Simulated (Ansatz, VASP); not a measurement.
SiC in VASP and in Ansatz

```
Si C
1.0
     3.08100    0.00000    0.00000
    -1.54050    2.66822    0.00000
     0.00000    0.00000   10.08500
Si C
4 4
Direct
  0.66667 0.33333 0.93784
  0.33333 0.66667 0.43784
  0.00000 0.00000 0.68789
  0.00000 0.00000 0.18789
  0.66667 0.33333 0.74980
  0.33333 0.66667 0.24980
  0.00000 0.00000 0.50046
  0.00000 0.00000 0.00046
```

Alike in both runs: functional PBE; k mesh 12 × 12 × 4; occupations gaussian, width 0.02 eV; no spin polarisation.

Ansatz relaxed the structure, and its values are those at the end. VASP's run is a single point on that final structure, the one shown.

```csv
,VASP,Ansatz
version,VASP 6.6.1,Ansatz 0.2.0
potentials or method,"VASP PAW PBE potentials, release 64 (Si, C)","scalar-relativistic, plane waves, PAW"
plane-wave cutoff (eV),600,420
valence electrons in the cell,32,32
```

|  | VASP | Ansatz | Ansatz less VASP |
| --- | --- | --- | --- |
| gap on the k mesh at the Fermi level (eV) | 2.23 | 2.23 | +0.001 |
| least direct gap on the mesh (eV) | 3.35 | 3.35 | +0.002 |
| pressure (GPa) | 2.6 | 2.8 | +0.20 |

The functional is the same, so the differences come from potentials, cutoffs and numerics. Ansatz's warnings: stress scf threshold loose.
